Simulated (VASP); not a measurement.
# Mg (Fm-3m) in VASP: single point with PBE

Aim: the single point of Mg with PBE.

Program: VASP 6.6.1. These are calculated values, not measurements. Logs are shortened: lines on timing, memory, paths and dates and some standing lists are left out, and cuts for length are marked.

**1. The cell of the first run**

The structure is cubic, space group Fm-3m (No. 225). The conventional cell has a = 4.525 Å, b = 4.525 Å, c = 4.525 Å, α = 90.00°, β = 90.00°, γ = 90.00°. Mg (site symmetry m-3m) has 12 Mg at 3.20 Å within 4.2 Å.

This isn't the form of Mg at room conditions, which is hcp.

**2. Single point, PBE**

File INCAR:

```
PREC     = Accurate       # precision mode
ENCUT    = 600            # plane-wave cutoff, eV
EDIFF    = 1E-6           # SCF threshold, eV
ISMEAR   = 0              # smearing method
SIGMA    = 0.1            # smearing width, eV
LREAL    = False          # projectors in reciprocal space
LASPH    = True           # aspherical terms in the spheres
NELM     = 120            # most SCF steps
ALGO     = Normal         # electronic algorithm
ISIF     = 2              # what is computed and relaxed
LWAVE    = False          # write WAVECAR
LCHARG   = False          # write CHGCAR
GGA      = PE             # functional
NBANDS   = 18             # bands
GGA_COMPAT= False
```

File KPOINTS:

```
Automatic mesh
0
Gamma
  6 6 6
```

File POSCAR:

```
Mg
1.0
    0.0000000000      4.5252527903      4.5252527903
    4.5252527903      0.0000000000      4.5252527903
    4.5252527903      4.5252527903      0.0000000000
Mg
8
Direct
    0.0000000000      0.0000000000      0.0000000000
    0.0000000000      0.0000000000      0.5000000000
    0.0000000000      0.5000000000      0.0000000000
    0.0000000000      0.5000000000      0.5000000000
    0.5000000000      0.0000000000      0.0000000000
    0.5000000000      0.0000000000      0.5000000000
    0.5000000000      0.5000000000      0.0000000000
    0.5000000000      0.5000000000      0.5000000000
```

Potentials or basis: VASP PAW PBE potentials, release 64 (Mg).

The run is started by

```bash
cat potpaw_PBE.64/Mg/POTCAR > POTCAR
mpirun -np 1 vasp_std > vasp.out
```

OUTCAR:

```text
PREC = Accurate
   ENCUT = 600
   EDIFF = 1E-6
   ISMEAR = 0
   LREAL = False
   LASPH = True
   NELM = 120
   ISIF = 2
   GGA = PE

 ion  position               nearest neighbor table
   1  0.000  0.000  0.000-   2 3.20   3 3.20   5 3.20   2 3.20   4 3.20   6 3.20   3 3.20   4 3.20
                             7 3.20   5 3.20   6 3.20   7 3.20
   2  0.000  0.000  0.500-   1 3.20   4 3.20   6 3.20   1 3.20   3 3.20   5 3.20   3 3.20   4 3.20
                             8 3.20   5 3.20   6 3.20   8 3.20
   3  0.000  0.500  0.000-   1 3.20   4 3.20   7 3.20   2 3.20   4 3.20   8 3.20   1 3.20   2 3.20
                             5 3.20   5 3.20   7 3.20   8 3.20
   4  0.000  0.500  0.500-   2 3.20   3 3.20   8 3.20   1 3.20   3 3.20   7 3.20   1 3.20   2 3.20
                             6 3.20   6 3.20   7 3.20   8 3.20
   5  0.500  0.000  0.000-   1 3.20   6 3.20   7 3.20   2 3.20   6 3.20   8 3.20   3 3.20   7 3.20
                             8 3.20   1 3.20   2 3.20   3 3.20
   6  0.500  0.000  0.500-   2 3.20   5 3.20   8 3.20   1 3.20   5 3.20   7 3.20   4 3.20   7 3.20
                             8 3.20   1 3.20   2 3.20   4 3.20
   7  0.500  0.500  0.000-   3 3.20   5 3.20   8 3.20   4 3.20   6 3.20   8 3.20   1 3.20   5 3.20
                             6 3.20   1 3.20   3 3.20   4 3.20
   8  0.500  0.500  0.500-   4 3.20   6 3.20   7 3.20   3 3.20   5 3.20   7 3.20   2 3.20   5 3.20
                             6 3.20   2 3.20   3 3.20   4 3.20

  LATTYP: Found a face centered cubic cell.
 ALAT       =     9.0505055806

  Lattice vectors:

 A1 = (   0.0000000000,   4.5252527903,   4.5252527903)
 A2 = (   4.5252527903,   0.0000000000,   4.5252527903)
 A3 = (   4.5252527903,   4.5252527903,   0.0000000000)

Analysis of symmetry for initial positions (statically):
=====================================================================
 Subroutine PRICEL returns following result:

  LATTYP: Found a face centered cubic cell.
 ALAT       =     4.5252527903

  Lattice vectors:

 A1 = (   0.0000000000,   2.2626263951,   2.2626263951)
 A2 = (   2.2626263951,   0.0000000000,   2.2626263951)
 A3 = (   2.2626263951,   2.2626263951,   0.0000000000)

   8 primitive cells build up your supercell.

 Routine SETGRP: Setting up the symmetry group for a
 face centered cubic supercell.

 Subroutine GETGRP returns: Found 48 space group operations
 (whereof 48 operations were pure point group operations)
 out of a pool of 48 trial point group operations.

The static configuration has the point symmetry O_h .

Analysis of symmetry for dynamics (positions and initial velocities):
=====================================================================
 Subroutine PRICEL returns following result:

  LATTYP: Found a face centered cubic cell.
 ALAT       =     4.5252527903

  Lattice vectors:

 A1 = (   0.0000000000,   2.2626263951,   2.2626263951)
 A2 = (   2.2626263951,   0.0000000000,   2.2626263951)
 A3 = (   2.2626263951,   2.2626263951,   0.0000000000)

   8 primitive cells build up your supercell.

 Routine SETGRP: Setting up the symmetry group for a
 face centered cubic supercell.

 Subroutine GETGRP returns: Found 48 space group operations
 (whereof 48 operations were pure point group operations)
 out of a pool of 48 trial point group operations.

The dynamic configuration has the point symmetry O_h .

 Subroutine INISYM returns: Found 48 space group operations
 (whereof 48 operations are pure point group operations),
 and found     8 'primitive' translations

----------------------------------------------------------------------------------------

                                     Primitive cell

  volume of cell :      23.1669

  direct lattice vectors                    reciprocal lattice vectors
     0.000000000  2.262626395  2.262626395    -0.220982130  0.220982130  0.220982130
     2.262626395  0.000000000  2.262626395     0.220982130 -0.220982130  0.220982130
     2.262626395  2.262626395  0.000000000     0.220982130  0.220982130 -0.220982130

  length of vectors
     3.199836935  3.199836935  3.199836935     0.382752277  0.382752277  0.382752277

  position of ions in fractional coordinates (direct lattice)
     0.000000000  0.000000000  0.000000000

  ion indices of the primitive-cell ions
   primitive index   ion index
                 1           1

----------------------------------------------------------------------------------------

 KPOINTS: Automatic mesh

Automatic generation of k-mesh.
 Grid dimensions read from file:
 generate k-points for:    6    6    6

 Generating k-lattice:

  Cartesian coordinates                     Fractional coordinates (reciprocal lattice)
    -0.018415177  0.018415177  0.018415177     0.166666667  0.000000000  0.000000000
     0.018415177 -0.018415177  0.018415177     0.000000000  0.166666667  0.000000000
     0.018415177  0.018415177 -0.018415177     0.000000000  0.000000000  0.166666667

  Length of vectors
     0.031896023  0.031896023  0.031896023

  Shift w.r.t. Gamma in fractional coordinates (k-lattice)
     0.000000000  0.000000000  0.000000000

 Subroutine IBZKPT returns following result:
 ===========================================

 Found     16 irreducible k-points:

 Following reciprocal coordinates:
            Coordinates               Weight
  0.000000  0.000000  0.000000      1.000000
  0.166667  0.000000  0.000000      8.000000
  0.333333  0.000000  0.000000      8.000000
  0.500000  0.000000  0.000000      4.000000
  0.166667  0.166667  0.000000      6.000000
  0.333333  0.166667  0.000000     24.000000
[... 8 lines left out ...]
 -0.333333  0.333333  0.166667     24.000000
 -0.333333  0.500000  0.166667     12.000000
   k-points           NKPTS =     16   k-points in BZ     NKDIM =     16   number of bands    NBANDS=     18
   number of dos      NEDOS =    301   number of ions     NIONS =      8
   total plane-waves  NPLWV = 157464
   dimension x,y,z NGX =    54 NGY =   54 NGZ =   54
   dimension x,y,z NGXF=   108 NGYF=  108 NGZF=  108
   ions per type =               8
   NGX,Y,Z   is equivalent  to a cutoff of  14.03, 14.03, 14.03 a.u.
   NGXF,Y,Z  is equivalent  to a cutoff of  28.06, 28.06, 28.06 a.u.
 SYSTEM =  unknown system
   PREC   = accura    normal or accurate (medium, high low for compatibility)
   ISTART =      0    job   : 0-new  1-cont  2-samecut
   ICHARG =      2    charge: 1-file 2-atom 10-const
   ISPIN  =      1    spin polarized calculation?
   LNONCOLLINEAR =      F non collinear calculations
   LSORBIT =      F    spin-orbit coupling
   LASPH  =      T    aspherical Exc in radial PAW
   ENCUT  =  600.0 eV  44.10 Ry    6.64 a.u.  12.78 12.78 12.78*2*pi/ulx,y,z
   NELM   =    120;   NELMIN=  2; NELMDL= -5     # of ELM steps
   EDIFF  = 0.1E-05   stopping-criterion for ELM
   LREAL  =      F    real-space projection
   EDIFFG = 0.1E-04   stopping-criterion for IOM
   NSW    =      0    number of steps for IOM
   IBRION =     -1    ionic relax: 0-MD 1-quasi-New 2-CG
   NFREE  =      0    steps in history (QN), initial steepest desc. (CG)
   ISIF   =      2    stress and relaxation
   ISYM   =      2    0-nonsym 1-usesym 2-fastsym
   POTIM  = 0.5000    time-step for ionic-motion
   TEBEG  =    0.0;   TEEND  =   0.0 temperature during run
   PSTRESS=    0.0 pullay stress
   NELECT =      16.0000    total number of electrons
   NUPDOWN=      -1.0000    fix difference up-down
   EMIN   =  10.00;   EMAX   =-10.00  energy-range for DOS
   EFERMI =   0.00;   METHOD = LEGACY
   ISMEAR =     0;   SIGMA  =   0.10  broadening in eV -4-tet -1-fermi 0-gaus
   EFERMI_NEDOS =   21; number of points for ismear=-14 and -15
   IALGO  =     38    algorithm
   IMIX   =      4    mixing-type and parameters
     AMIX     =   0.40;   BMIX     =  1.00
     AMIX_MAG =   1.60;   BMIX_MAG =  1.00
  volume/ion in A,a.u.               =      23.17       156.34
  Fermi-wavevector in a.u.,A,eV,Ry     =   0.723539  1.367291  7.122769  0.523509
  Thomas-Fermi vector in A             =   1.813781
   LORBIT       =      0    0 simple, 1 ext, 2 COOP (PROOUT), +10 PAW based schemes
   GGA     = PE    functional components
   LHFCALC =     F    Hartree Fock is set to
   AEXX    =    0.0000 exact exchange contribution
   IVDW    =     0    specifies the selected vdW correction
   LEPSILON=     F    determine dielectric tensor
   LRPA    =     F    only Hartree local field effects (RPA)
 non-spin polarized calculation
 Gauss-broadening in eV      SIGMA  =   0.10
  energy-cutoff  :      600.00
  volume of cell :      185.34
 maximum number of plane-waves:      6233
 NGX is ok and might be reduce to    54
   NGX = 25   NGY = 25   NGZ = 25

 number of electron      16.0000000 magnetization

 Free energy of the ion-electron system (eV)
  ---------------------------------------------------
  ext. energy  EPLUGINS =         0.00000000
  ---------------------------------------------------
  free energy    TOTEN  =       -11.92397094 eV

  energy without entropy =      -11.90006491  energy(sigma->0) =      -11.91201792

 E-fermi :   2.5144     XC(G=0):  -8.4640

 val. band max:        2.4745355516   @ k =  -0.3333   0.1667   0.0000
 cond. band min:       2.5420708072   @ k =   0.1667   0.1667   0.0000
 fundamental gap:      0.0675352556
 Fermi energy:         2.5144300665

 k-point     1 :       0.0000    0.0000    0.0000
  band No.  band energies     occupation
      1      -4.3075      2.00000
      2       0.8859      2.00000
      3       0.8859      2.00000
      4       0.8859      2.00000
      5       0.8859      2.00000
      6       1.2880      2.00000
[... 10 lines left out ...]
     17       8.6509      0.00000
     18       8.6509      0.00000

 k-point     2 :       0.1667    0.0000    0.0000
  band No.  band energies     occupation
      1      -4.1540      2.00000
      2      -0.5440      2.00000
      3       0.6117      2.00000
      4       0.6117      2.00000
      5       0.6117      2.00000
      6       1.7377      2.00000
[... 10 lines left out ...]
     17       7.3517      0.00000
     18       7.3517      0.00000
[... 274 lines left out ...]
 k-point    16 :      -0.3333    0.5000    0.1667
  band No.  band energies     occupation
      1      -2.2811      2.00000
      2      -2.2811      2.00000
      3      -1.6815      2.00000
      4      -1.6815      2.00000
      5       0.6752      2.00000
      6       0.6752      2.00000
[... 10 lines left out ...]
     17       6.9846      0.00000
     18       6.9846      0.00000

------------------------ aborting loop because EDIFF is reached ----------------------------------------

  FORCE on cell =-STRESS in cart. coord.  units (eV):
  Direction    XX          YY          ZZ          XY          YZ          ZX
  --------------------------------------------------------------------------------------
  -------------------------------------------------------------------------------------
  Total       -0.2794034     -0.2794034     -0.2794034      0.0000000      0.0000000      0.0000000
  in kB       -2.4153703     -2.4153703     -2.4153703      0.0000000      0.0000000      0.0000000
  external PRESSURE =      -2.4153703 kB  Pullay stress =       0.0000000 kB

 VOLUME and BASIS-vectors are now :
 -----------------------------------------------------------------------------
  energy-cutoff  :      600.00
  volume of cell :      185.34
      direct lattice vectors                 reciprocal lattice vectors
     0.000000000  4.525252790  4.525252790    -0.110491065  0.110491065  0.110491065
     4.525252790  0.000000000  4.525252790     0.110491065 -0.110491065  0.110491065
     4.525252790  4.525252790  0.000000000     0.110491065  0.110491065 -0.110491065

 POSITION                                       TOTAL-FORCE (eV/Angst)
 -----------------------------------------------------------------------------------
      0.00000      0.00000      0.00000         0.000000     -0.000000      0.000000
      2.26263      2.26263      0.00000        -0.000000     -0.000000     -0.000000
      2.26263      0.00000      2.26263         0.000000      0.000000      0.000000
      4.52525      2.26263      2.26263         0.000000      0.000000      0.000000
      0.00000      2.26263      2.26263        -0.000000     -0.000000      0.000000
      2.26263      4.52525      2.26263         0.000000      0.000000      0.000000
      2.26263      2.26263      4.52525         0.000000      0.000000     -0.000000
      4.52525      4.52525      4.52525        -0.000000     -0.000000     -0.000000
 -----------------------------------------------------------------------------------
    total drift:                                0.000000     -0.000000      0.000000

  FREE ENERGIE OF THE ION-ELECTRON SYSTEM (eV)
  ---------------------------------------------------
  free  energy   TOTEN  =       -11.9239709378 eV

  energy  without entropy=      -11.9000649058  energy(sigma->0) =      -11.91201792
```

Run time: 50 s. Hardware: 1 thread of AMD EPYC 9R45 (Zen 5), shared host; peak memory 0.35 GiB.

Results:

| Property | Result |
| --- | --- |
| Free energy | -11.9240 eV |
| Pressure | -0.2 GPa |
| Band gap on the k mesh | zero (bands 8 and 9 overlap by 2.73 eV) |
